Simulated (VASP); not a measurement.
A run of VASP 6.6.1:

The input POSCAR:

```
WC
1.0
    0.0000000000      2.2091291300      2.2091291300
    2.1926840000      0.0164451300      2.1926840000
    2.1926840000      2.1926840000      0.0164451300
W C
1 1
Direct
    0.0000000000      0.0000000000      0.0000000000
    0.5000000000      0.5000000000      0.5000000000
```

INCAR.step1

```
PREC = Accurate ; ENCUT = 520
ISMEAR = 0 ; SIGMA = 0.15
LREAL = False ; LASPH = True
NELM = 100 ; NBANDS = 16
GGA = PE ; ALGO = Normal
EDIFF = 1E-4 ; LWAVE = True
LCHARG = False
```

File INCAR.step2:

```
PREC = Accurate ; ENCUT = 520
EDIFF = 1E-6 ; ISMEAR = 0
SIGMA = 0.15 ; LREAL = False
LASPH = True ; NELM = 100
ALGO = Normal ; ISIF = 2
LWAVE = False ; LCHARG = True
METAGGA = R2SCAN ; LMIXTAU = True
LELF = True ; LVHAR = True
NBANDS = 16 ; ISTART = 1
```

KPOINTS

```
regular mesh
0
Gamma
  18 18 18
```

Potentials or basis: VASP PAW PBE potentials, release 64 (W_sv, C).

Command:

```bash
$ cat potpaw_PBE.64/W_sv/POTCAR potpaw_PBE.64/C/POTCAR > POTCAR
$ cp INCAR.step1 INCAR
$ mpirun -np 1 vasp_std > vasp.out
$ cp INCAR.step2 INCAR
$ mpirun -np 1 vasp_std > vasp.out
```

Hardware: 1 thread of Oxide Virtual Turin-like Processor, with other jobs on the host.

How long does it take, and how much memory?

Run time: 37 min on 1 thread of Oxide Virtual Turin-like Processor, with other jobs on the host, peak memory 0.35 GiB. Counts: k points 865.
